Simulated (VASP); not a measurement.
# CaO (Fm-3m) in VASP: a series of runs, part 2 of 3

VASP 6.6.1. The steps go on from the part before.

## (3) Single point, PBE

Input file INCAR:

```
SYSTEM = CaO
PREC = Accurate
ENCUT = 600
EDIFF = 1E-6
ISMEAR = 0
SIGMA = 0.01
LREAL = .False.
LASPH = .True.
NELM = 120
ALGO = Normal
ISIF = 2
LWAVE = .False.
LCHARG = .False.
GGA = PE
NBANDS = 15
GGA_COMPAT = .False.
```

Input file KPOINTS:

```
regular mesh
0
Gamma
  4 4 4
  0 0 0
```

Input file POSCAR:

```
CaO
1.0
    0.0000000000      2.3975501260      2.3975501260
    2.3975501260      0.0000000000      2.3975501260
    2.3975501260      2.3975501260      0.0000000000
Ca O
1 1
Direct
    0.0000000000      0.0000000000      0.0000000000
    0.5000000000      0.5000000000      0.5000000000
```

Potentials or basis: VASP PAW PBE potentials, release 64 (Ca_sv, O).

Started as:

```
$ cat potpaw_PBE.64/Ca_sv/POTCAR potpaw_PBE.64/O/POTCAR > POTCAR
$ mpirun -np 1 vasp_std > vasp.out
```

OUTCAR:

```text
SYSTEM = CaO
   PREC = Accurate
   ENCUT = 600
   EDIFF = 1E-6
   ISMEAR = 0
   LREAL = .False.
   LASPH = .True.
   NELM = 120
   ISIF = 2
   GGA = PE

 ion  position               nearest neighbor table
   1  0.000  0.000  0.000-   2 2.40   2 2.40   2 2.40   2 2.40   2 2.40   2 2.40
   2  0.500  0.500  0.500-   1 2.40   1 2.40   1 2.40   1 2.40   1 2.40   1 2.40

  LATTYP: Found a face centered cubic cell.
 ALAT       =     4.7951002520

  Lattice vectors:

 A1 = (   0.0000000000,   2.3975501260,   2.3975501260)
 A2 = (   2.3975501260,   0.0000000000,   2.3975501260)
 A3 = (   2.3975501260,   2.3975501260,   0.0000000000)

Analysis of symmetry for initial positions (statically):
=====================================================================
 Subroutine PRICEL returns:
 Original cell was already a primitive cell.

 Routine SETGRP: Setting up the symmetry group for a
 face centered cubic supercell.

 Subroutine GETGRP returns: Found 48 space group operations
 (whereof 48 operations were pure point group operations)
 out of a pool of 48 trial point group operations.

The static configuration has the point symmetry O_h .

Analysis of symmetry for dynamics (positions and initial velocities):
=====================================================================
 Subroutine PRICEL returns:
 Original cell was already a primitive cell.

 Routine SETGRP: Setting up the symmetry group for a
 face centered cubic supercell.

 Subroutine GETGRP returns: Found 48 space group operations
 (whereof 48 operations were pure point group operations)
 out of a pool of 48 trial point group operations.

The dynamic configuration has the point symmetry O_h .

 Subroutine INISYM returns: Found 48 space group operations
 (whereof 48 operations are pure point group operations),
 and found     1 'primitive' translations

----------------------------------------------------------------------------------------

                                     Primitive cell

  volume of cell :      27.5634

  direct lattice vectors                    reciprocal lattice vectors
     0.000000000  2.397550126  2.397550126    -0.208546213  0.208546213  0.208546213
     2.397550126  0.000000000  2.397550126     0.208546213 -0.208546213  0.208546213
     2.397550126  2.397550126  0.000000000     0.208546213  0.208546213 -0.208546213

  length of vectors
     3.390647905  3.390647905  3.390647905     0.361212637  0.361212637  0.361212637

  position of ions in fractional coordinates (direct lattice)
     0.000000000  0.000000000  0.000000000
     0.500000000  0.500000000  0.500000000

  ion indices of the primitive-cell ions
   primitive index   ion index
                 1           1
                 2           2

----------------------------------------------------------------------------------------

 KPOINTS: regular mesh

Automatic generation of k-mesh.
 Grid dimensions read from file:
 generate k-points for:    4    4    4

 Generating k-lattice:

  Cartesian coordinates                     Fractional coordinates (reciprocal lattice)
    -0.052136553  0.052136553  0.052136553     0.250000000  0.000000000  0.000000000
     0.052136553 -0.052136553  0.052136553     0.000000000  0.250000000  0.000000000
[... 24 lines left out ...]
   number of dos      NEDOS =    301   number of ions     NIONS =      2
   total plane-waves  NPLWV =  21952
   dimension x,y,z NGX =    28 NGY =   28 NGZ =   28
   dimension x,y,z NGXF=    56 NGYF=   56 NGZF=   56
   ions per type =               1   1
   NGX,Y,Z   is equivalent  to a cutoff of  13.73, 13.73, 13.73 a.u.
   NGXF,Y,Z  is equivalent  to a cutoff of  27.46, 27.46, 27.46 a.u.
 SYSTEM =  CaO
   PREC   = accura    normal or accurate (medium, high low for compatibility)
   ISTART =      0    job   : 0-new  1-cont  2-samecut
   ICHARG =      2    charge: 1-file 2-atom 10-const
   ISPIN  =      1    spin polarized calculation?
   LNONCOLLINEAR =      F non collinear calculations
   LSORBIT =      F    spin-orbit coupling
   LASPH  =      T    aspherical Exc in radial PAW
   ENCUT  =  600.0 eV  44.10 Ry    6.64 a.u.   6.77  6.77  6.77*2*pi/ulx,y,z
   NELM   =    120;   NELMIN=  2; NELMDL= -5     # of ELM steps
   EDIFF  = 0.1E-05   stopping-criterion for ELM
   LREAL  =      F    real-space projection
   EDIFFG = 0.1E-04   stopping-criterion for IOM
   NSW    =      0    number of steps for IOM
   IBRION =     -1    ionic relax: 0-MD 1-quasi-New 2-CG
   NFREE  =      0    steps in history (QN), initial steepest desc. (CG)
   ISIF   =      2    stress and relaxation
   ISYM   =      2    0-nonsym 1-usesym 2-fastsym
   POTIM  = 0.5000    time-step for ionic-motion
   TEBEG  =    0.0;   TEEND  =   0.0 temperature during run
   PSTRESS=    0.0 pullay stress
   NELECT =      16.0000    total number of electrons
   NUPDOWN=      -1.0000    fix difference up-down
   EMIN   =  10.00;   EMAX   =-10.00  energy-range for DOS
   EFERMI =   0.00;   METHOD = LEGACY
   ISMEAR =     0;   SIGMA  =   0.01  broadening in eV -4-tet -1-fermi 0-gaus
   EFERMI_NEDOS =   21; number of points for ismear=-14 and -15
   IALGO  =     38    algorithm
   IMIX   =      4    mixing-type and parameters
     AMIX     =   0.40;   BMIX     =  1.00
     AMIX_MAG =   1.60;   BMIX_MAG =  1.00
  volume/ion in A,a.u.               =      13.78        93.00
  Fermi-wavevector in a.u.,A,eV,Ry     =   1.365643  2.580691 25.374598  1.864980
  Thomas-Fermi vector in A             =   2.491853
   LORBIT       =      0    0 simple, 1 ext, 2 COOP (PROOUT), +10 PAW based schemes
   GGA     = PE    functional components
   LHFCALC =     F    Hartree Fock is set to
   AEXX    =    0.0000 exact exchange contribution
   IVDW    =     0    specifies the selected vdW correction
   LEPSILON=     F    determine dielectric tensor
   LRPA    =     F    only Hartree local field effects (RPA)
 non-spin polarized calculation
 Gauss-broadening in eV      SIGMA  =   0.01
  energy-cutoff  :      600.00
  volume of cell :       27.56
 maximum number of plane-waves:       941
   NGX = 13   NGY = 13   NGZ = 13

 number of electron      15.9999997 magnetization

 Free energy of the ion-electron system (eV)
  ---------------------------------------------------
  ext. energy  EPLUGINS =         0.00000000
  ---------------------------------------------------
  free energy    TOTEN  =       -12.79584420 eV

  energy without entropy =      -12.79584420  energy(sigma->0) =      -12.79584420

 E-fermi :   2.4604     XC(G=0): -10.5083

 val. band max:        2.3962765646   @ k =   0.0000   0.0000   0.0000
 cond. band min:       6.0237661486   @ k =   0.5000   0.5000   0.0000
 fundamental gap:      3.6274895840
 Fermi energy:         2.4604496147

 k-point     1 :       0.0000    0.0000    0.0000
  band No.  band energies     occupation
      1     -35.2204      2.00000
      2     -15.9793      2.00000
      3     -15.9793      2.00000
      4     -15.9793      2.00000
      5     -13.1499      2.00000
      6       2.3963      2.00000
      7       2.3963      2.00000
      8       2.3963      2.00000
      9       7.1633      0.00000
     10       8.6319      0.00000
     11       8.6319      0.00000
     12       8.6319      0.00000
     13      10.1477      0.00000
     14      10.1477      0.00000
[... 113 lines left out ...]
      2     -16.4204      2.00000
      3     -16.4063      2.00000
      4     -16.4063      2.00000
      5     -12.5088      2.00000
      6       1.0976      2.00000
      7       1.3365      2.00000
      8       1.3365      2.00000
      9       8.7274      0.00000
     10       8.7274      0.00000
     11      10.8244      0.00000
     12      11.9755      0.00000
     13      12.4192      0.00000
     14      16.3418      0.00000
     15      16.6260      0.00000

------------------------ aborting loop because EDIFF is reached ----------------------------------------

  FORCE on cell =-STRESS in cart. coord.  units (eV):
  Direction    XX          YY          ZZ          XY          YZ          ZX
  --------------------------------------------------------------------------------------
  -------------------------------------------------------------------------------------
  Total        0.5157111      0.5157111      0.5157111      0.0000000     -0.0000000      0.0000000
  in kB       29.9767131     29.9767131     29.9767131      0.0000000     -0.0000000      0.0000000
  external PRESSURE =      29.9767131 kB  Pullay stress =       0.0000000 kB

 VOLUME and BASIS-vectors are now :
 -----------------------------------------------------------------------------
  energy-cutoff  :      600.00
  volume of cell :       27.56
      direct lattice vectors                 reciprocal lattice vectors
     0.000000000  2.397550126  2.397550126    -0.208546213  0.208546213  0.208546213
     2.397550126  0.000000000  2.397550126     0.208546213 -0.208546213  0.208546213
     2.397550126  2.397550126  0.000000000     0.208546213  0.208546213 -0.208546213

 POSITION                                       TOTAL-FORCE (eV/Angst)
 -----------------------------------------------------------------------------------
      0.00000      0.00000      0.00000        -0.000000      0.000000      0.000000
      2.39755      2.39755      2.39755         0.000000     -0.000000     -0.000000
 -----------------------------------------------------------------------------------
    total drift:                                0.000000      0.000000      0.000000

  FREE ENERGIE OF THE ION-ELECTRON SYSTEM (eV)
  ---------------------------------------------------
  free  energy   TOTEN  =       -12.7958441962 eV

  energy  without entropy=      -12.7958441962  energy(sigma->0) =      -12.79584420
```

OSZICAR:

```text
N       E                     dE             d eps       ncg     rms          rms(c)
DAV:   1     0.138706814370E+03    0.13871E+03   -0.91420E+03   240   0.120E+03
DAV:   2    -0.862148297551E+01   -0.14733E+03   -0.13896E+03   289   0.309E+02
DAV:   3    -0.143904893701E+02   -0.57690E+01   -0.57218E+01   303   0.638E+01
DAV:   4    -0.145099615288E+02   -0.11947E+00   -0.11938E+00   316   0.841E+00
DAV:   5    -0.145108617219E+02   -0.90019E-03   -0.90019E-03   303   0.789E-01    0.856E+00
DAV:   6    -0.128683509546E+02    0.16425E+01   -0.50228E+00   262   0.217E+01    0.353E+00
DAV:   7    -0.127996864161E+02    0.68665E-01   -0.40672E-01   268   0.659E+00    0.181E+00
DAV:   8    -0.127973301407E+02    0.23563E-02   -0.79504E-02   303   0.304E+00    0.475E-01
DAV:   9    -0.127952404938E+02    0.20896E-02   -0.52281E-03   247   0.628E-01    0.112E-01
DAV:  10    -0.127958639623E+02   -0.62347E-03   -0.69995E-04   275   0.240E-01    0.389E-02
DAV:  11    -0.127958448394E+02    0.19123E-04   -0.50253E-05   297   0.807E-02    0.647E-03
DAV:  12    -0.127958441962E+02    0.64320E-06   -0.62482E-06   254   0.235E-02
   1 F= -.12795844E+02 E0= -.12795844E+02  d E =-.344597E-21
```

It used 5.7 s of CPU time on 1 thread of AMD EPYC 7R13 Processor (Zen 3), with other jobs on the host.

What came out:

```yaml
Free_energy: -12.7958 eV
Pressure: 3.0 GPa
Band_gap_on_the_k_mesh: 3.63 eV, indirect (least direct gap 4.00 eV)
```

Caveat: the k points lie up to 0.57 Å⁻¹ apart.

(Continued in part 3 of 3.)
